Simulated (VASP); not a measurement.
# Bi3B2 (Immm) in VASP: single point with PBE

Aim: the single point of Bi3B2 with PBE.

Program: VASP 6.6.1. These are calculated values, not measurements. Logs are shortened: lines on timing, memory, paths and dates and some standing lists are left out, and cuts for length are marked.

### 1 The cell of the first run

It takes space group Immm (No. 71, orthorhombic). The conventional cell has a = 4.138 Å, b = 6.861 Å, c = 8.572 Å, α = 90.00°, β = 90.00°, γ = 90.00°. Within 4.2 Å of Bi (site symmetry mmm) lie 6 Bi at 2.90 to 4.14 Å and 8 B at 3.14 to 3.93 Å. Bi (site symmetry m2m) has 3 Bi at 2.79 to 2.90 Å and 6 B at 3.12 to 3.15 Å within 3.7 Å. Within 4.2 Å of B (site symmetry mm2) lie 10 Bi at 3.12 to 3.93 Å and 7 B at 3.85 to 4.14 Å.

### 2 Single point, PBE

INCAR

```
SYSTEM = Bi3B2
PREC = Accurate
ENCUT = 520
EDIFF = 1E-6
ISMEAR = 1
SIGMA = 0.036
LREAL = .FALSE.
LASPH = .TRUE.
NELM = 80
ALGO = Normal
ISIF = 2
LWAVE = .FALSE.
LCHARG = .TRUE.
GGA = PE
LELF = .TRUE.
LVHAR = .TRUE.
NBANDS = 34
```

KPOINTS

```
regular mesh
0
G
  7 7 7
  0 0 0
```

POSCAR

```
Bi3B2
1.0
   -2.0690050000      3.4303080000      4.2860600000
    4.1380100000      0.0000000000      0.0000000000
    2.0690050000      3.4303080000     -4.2860600000
Bi B
3 2
Direct
    0.0000000000      0.0000000000      0.0000000000
    0.7032000000      0.5000000000      0.7032000000
    0.2968000000      0.5000000000      0.2968000000
    0.7245000000      0.2245000000      0.2755000000
    0.2755000000      0.7755000000      0.7245000000
```

Potentials or basis: VASP PAW PBE potentials, release 64 (Bi_d, B).

The run is started by

```console
cat potpaw_PBE.64/Bi_d/POTCAR potpaw_PBE.64/B/POTCAR > POTCAR
mpirun -np 1 vasp_std > vasp.out
```

OUTCAR:

```text
SYSTEM = Bi3B2
   PREC = Accurate
   ENCUT = 520
   EDIFF = 1E-6
   ISMEAR = 1
   LREAL = .FALSE.
   LASPH = .TRUE.
   NELM = 80
   ISIF = 2
   GGA = PE

 ion  position               nearest neighbor table
   1  0.000  0.000  0.000-   2 2.90   3 2.90   2 2.90   3 2.90
   2  0.703  0.500  0.703-   3 2.79   1 2.90   1 2.90
   3  0.297  0.500  0.297-   2 2.79   1 2.90   1 2.90
   4  0.724  0.224  0.276-
   5  0.276  0.776  0.724-

  LATTYP: Found a body centered orthorhombic cell.
 ALAT       =     4.1380100000
 B/A-ratio  =     1.6579505608
 C/A-ratio  =     2.0715561345

  Lattice vectors:

 A1 = (  -2.0690050000,   3.4303080000,   4.2860600000)
 A2 = (   2.0690050000,  -3.4303080000,   4.2860600000)
 A3 = (   2.0690050000,   3.4303080000,  -4.2860600000)

Analysis of symmetry for initial positions (statically):
=====================================================================
 Subroutine PRICEL returns:
 Original cell was already a primitive cell.

 Routine SETGRP: Setting up the symmetry group for a
 body centered orthorhombic supercell.

 Subroutine GETGRP returns: Found  8 space group operations
 (whereof  8 operations were pure point group operations)
 out of a pool of  8 trial point group operations.

The static configuration has the point symmetry D_2h.

Analysis of symmetry for dynamics (positions and initial velocities):
=====================================================================
 Subroutine PRICEL returns:
 Original cell was already a primitive cell.

 Routine SETGRP: Setting up the symmetry group for a
 body centered orthorhombic supercell.

 Subroutine GETGRP returns: Found  8 space group operations
 (whereof  8 operations were pure point group operations)
 out of a pool of  8 trial point group operations.

The dynamic configuration has the point symmetry D_2h.

 Subroutine INISYM returns: Found  8 space group operations
 (whereof  8 operations are pure point group operations),
 and found     1 'primitive' translations

----------------------------------------------------------------------------------------

                                     Primitive cell

  volume of cell :     121.6782

  direct lattice vectors                    reciprocal lattice vectors
    -2.069005000  3.430308000  4.286060000     0.000000000  0.145759506  0.116657256
     4.138010000  0.000000000  0.000000000     0.241662055  0.000000000  0.116657256
     2.069005000  3.430308000 -4.286060000     0.000000000  0.145759506 -0.116657256

  length of vectors
     5.866694554  4.138010000  5.866694554     0.186694266  0.268345792  0.186694266

  position of ions in fractional coordinates (direct lattice)
     0.000000000  0.000000000  0.000000000
     0.703200000  0.500000000  0.703200000
     0.296800000  0.500000000  0.296800000
     0.724500000  0.224500000  0.275500000
     0.275500000  0.775500000  0.724500000

  ion indices of the primitive-cell ions
   primitive index   ion index
                 1           1
                 2           2
                 3           3
                 4           4
                 5           5

----------------------------------------------------------------------------------------

 KPOINTS: regular mesh

Automatic generation of k-mesh.
 Grid dimensions read from file:
 generate k-points for:    7    7    7

 Generating k-lattice:

  Cartesian coordinates                     Fractional coordinates (reciprocal lattice)
     0.000000000  0.020822787  0.016665322     0.142857143  0.000000000  0.000000000
     0.034523151  0.000000000  0.016665322    -0.000000000  0.142857143  0.000000000
     0.000000000  0.020822787 -0.016665322     0.000000000  0.000000000  0.142857143

  Length of vectors
     0.026670609  0.038335113  0.026670609

  Shift w.r.t. Gamma in fractional coordinates (k-lattice)
     0.000000000  0.000000000  0.000000000

 Subroutine IBZKPT returns following result:
 ===========================================

 Found     64 irreducible k-points:

 Following reciprocal coordinates:
            Coordinates               Weight
  0.000000  0.000000  0.000000      1.000000
  0.142857  0.000000  0.000000      4.000000
  0.285714  0.000000 -0.000000      4.000000
  0.428571  0.000000 -0.000000      4.000000
  0.000000  0.142857  0.000000      4.000000
  0.142857  0.142857  0.000000      8.000000
[... 16 lines left out ...]
 -0.428571  0.428571  0.000000      4.000000
 -0.285714  0.428571  0.000000      8.000000
 [... further k-points ...]
   k-points           NKPTS =     64   k-points in BZ     NKDIM =     64   number of bands    NBANDS=     34
   number of dos      NEDOS =    301   number of ions     NIONS =      5
   total plane-waves  NPLWV =  73728
   dimension x,y,z NGX =    48 NGY =   32 NGZ =   48
   dimension x,y,z NGXF=    96 NGYF=   64 NGZF=   96
   ions per type =               3   2
   NGX,Y,Z   is equivalent  to a cutoff of  13.60, 12.86, 13.60 a.u.
   NGXF,Y,Z  is equivalent  to a cutoff of  27.20, 25.71, 27.20 a.u.
 SYSTEM =  Bi3B2
   PREC   = accura    normal or accurate (medium, high low for compatibility)
   ISTART =      0    job   : 0-new  1-cont  2-samecut
   ICHARG =      2    charge: 1-file 2-atom 10-const
   ISPIN  =      1    spin polarized calculation?
   LNONCOLLINEAR =      F non collinear calculations
   LSORBIT =      F    spin-orbit coupling
   LASPH  =      T    aspherical Exc in radial PAW
   ENCUT  =  520.0 eV  38.22 Ry    6.18 a.u.  10.91  7.69 10.91*2*pi/ulx,y,z
   NELM   =     80;   NELMIN=  2; NELMDL= -5     # of ELM steps
   EDIFF  = 0.1E-05   stopping-criterion for ELM
   LREAL  =      F    real-space projection
   EDIFFG = 0.1E-04   stopping-criterion for IOM
   NSW    =      0    number of steps for IOM
   IBRION =     -1    ionic relax: 0-MD 1-quasi-New 2-CG
   NFREE  =      0    steps in history (QN), initial steepest desc. (CG)
   ISIF   =      2    stress and relaxation
   ISYM   =      2    0-nonsym 1-usesym 2-fastsym
   POTIM  = 0.5000    time-step for ionic-motion
   TEBEG  =    0.0;   TEEND  =   0.0 temperature during run
   PSTRESS=    0.0 pullay stress
   NELECT =      51.0000    total number of electrons
   NUPDOWN=      -1.0000    fix difference up-down
   EMIN   =  10.00;   EMAX   =-10.00  energy-range for DOS
   EFERMI =   0.00;   METHOD = LEGACY
   ISMEAR =     1;   SIGMA  =   0.04  broadening in eV -4-tet -1-fermi 0-gaus
   EFERMI_NEDOS =   21; number of points for ismear=-14 and -15
   IALGO  =     38    algorithm
   IMIX   =      4    mixing-type and parameters
     AMIX     =   0.40;   BMIX     =  1.00
     AMIX_MAG =   1.60;   BMIX_MAG =  1.00
  volume/ion in A,a.u.               =      24.34       164.23
  Fermi-wavevector in a.u.,A,eV,Ry     =   1.225163  2.315223 20.422681  1.501025
  Thomas-Fermi vector in A             =   2.360211
   LORBIT       =      0    0 simple, 1 ext, 2 COOP (PROOUT), +10 PAW based schemes
   GGA     = PE    functional components
   LHFCALC =     F    Hartree Fock is set to
   AEXX    =    0.0000 exact exchange contribution
   IVDW    =     0    specifies the selected vdW correction
   LEPSILON=     F    determine dielectric tensor
   LRPA    =     F    only Hartree local field effects (RPA)
 non-spin polarized calculation
 Methfessel and Paxton  Order N= 1 SIGMA  =   0.04
  energy-cutoff  :      520.00
  volume of cell :      121.68
 maximum number of plane-waves:      3302
 NGX is ok and might be reduce to    48
   NGX = 21   NGY = 15   NGZ = 21

 number of electron      50.9999997 magnetization

 Free energy of the ion-electron system (eV)
  ---------------------------------------------------
  ext. energy  EPLUGINS =         0.00000000
  ---------------------------------------------------
  free energy    TOTEN  =       -16.04747195 eV

  energy without entropy =      -16.04724667  energy(sigma->0) =      -16.04739686

 E-fermi :   6.3706     XC(G=0):  -9.9974

 val. band max:        6.3653881039   @ k =   0.2857   0.4286   0.1429
 cond. band min:       6.3792463482   @ k =   0.0000   0.2857  -0.0000
 fundamental gap:      0.0138582443
 Fermi energy:         6.3705693693

 k-point     1 :       0.0000    0.0000    0.0000
  band No.  band energies     occupation
      1     -17.1099      2.00000
      2     -17.0954      2.00000
      3     -16.8200      2.00000
      4     -16.7864      2.00000
      5     -16.7199      2.00000
      6     -16.7015      2.00000
[... 26 lines left out ...]
     33      11.3016      0.00000
     34      12.0374      0.00000

 k-point     2 :       0.1429    0.0000    0.0000
  band No.  band energies     occupation
      1     -17.1285      2.00000
      2     -17.0804      2.00000
      3     -16.8186      2.00000
      4     -16.7516      2.00000
      5     -16.7383      2.00000
      6     -16.6998      2.00000
[... 26 lines left out ...]
     33      11.5535      0.00000
     34      11.7465      0.00000

 k-point     3 :       0.2857    0.0000   -0.0000
  band No.  band energies     occupation
      1     -17.1624      2.00000
      2     -17.0391      2.00000
      3     -16.8177      2.00000
      4     -16.7581      2.00000
      5     -16.7305      2.00000
      6     -16.6958      2.00000
[... 26 lines left out ...]
     33      11.0382      0.00000
     34      11.4730      0.00000
[... 704 lines left out ...]
 k-point    23 :      -0.4286    0.4286    0.0000
  band No.  band energies     occupation
      1     -17.0622      2.00000
      2     -16.8971      2.00000
      3     -16.8668      2.00000
      4     -16.7458      2.00000
      5     -16.7387      2.00000
      6     -16.7222      2.00000
[... 26 lines left out ...]
     33      11.3939      0.00000
     34      12.4985      0.00000

 k-point    24 :      -0.2857    0.4286    0.0000
  band No.  band energies     occupation
      1     -17.0471      2.00000
      2     -16.9386      2.00000
      3     -16.8846      2.00000
      4     -16.7666      2.00000
      5     -16.7238      2.00000
      6     -16.7071      2.00000
[... 26 lines left out ...]
     33      11.3061      0.00000
     34      12.4549      0.00000

 [... further k-points ...]

------------------------ aborting loop because EDIFF is reached ----------------------------------------

  FORCE on cell =-STRESS in cart. coord.  units (eV):
  Direction    XX          YY          ZZ          XY          YZ          ZX
  --------------------------------------------------------------------------------------
  -------------------------------------------------------------------------------------
  Total        6.0939070     13.3551058     -7.4340361      0.0000000      0.0000000      0.0000000
  in kB       80.2404788    175.8510721    -97.8863992      0.0000000      0.0000000      0.0000000
  external PRESSURE =      52.7350506 kB  Pullay stress =       0.0000000 kB

 VOLUME and BASIS-vectors are now :
 -----------------------------------------------------------------------------
  energy-cutoff  :      520.00
  volume of cell :      121.68
      direct lattice vectors                 reciprocal lattice vectors
    -2.069005000  3.430308000  4.286060000     0.000000000  0.145759506  0.116657256
     4.138010000  0.000000000  0.000000000     0.241662055  0.000000000  0.116657256
     2.069005000  3.430308000 -4.286060000     0.000000000  0.145759506 -0.116657256

 POSITION                                       TOTAL-FORCE (eV/Angst)
 -----------------------------------------------------------------------------------
      0.00000      0.00000      0.00000         0.000000      0.000000      0.000000
      2.06901      4.82439      0.00000         0.000000      0.062922      0.000000
      2.06901      2.03623      0.00000         0.000000     -0.062922      0.000000
      0.00000      3.43031      1.92444         0.000000      0.000000      0.232469
      4.13801      3.43031     -1.92444         0.000000      0.000000     -0.232469
 -----------------------------------------------------------------------------------
    total drift:                               -0.000000     -0.000000      0.000000

  FREE ENERGIE OF THE ION-ELECTRON SYSTEM (eV)
  ---------------------------------------------------
  free  energy   TOTEN  =       -16.0474719547 eV

  energy  without entropy=      -16.0472466667  energy(sigma->0) =      -16.04739686
```

Run time: 2.8 min. Hardware: 1 thread of Intel Xeon Platinum 8375C at 2.90GHz (Ice Lake), shared host; peak memory 0.37 GiB.

Results:

```
Free energy            : -16.0475 eV
Pressure               : 5.3 GPa
Largest force          : 0.232 eV/Å
Band gap on the k mesh : zero (an odd number of electrons rules out a gap without spin polarisation)
```

Forces in eV/Å, atoms in the order of the input:
```
Bi   0.000  0.000  0.000
Bi   0.000  0.063  0.000
Bi   0.000 -0.063  0.000
B    0.000  0.000  0.232
B    0.000  0.000 -0.232
```

Stress tensor (GPa, compression positive):
```
 8.02  0.00  0.00
 0.00 17.59  0.00
 0.00  0.00 -9.79
```

Caveat: the cell stands under pressure; spin-orbit coupling is left out, which moves the levels of the heavy elements.
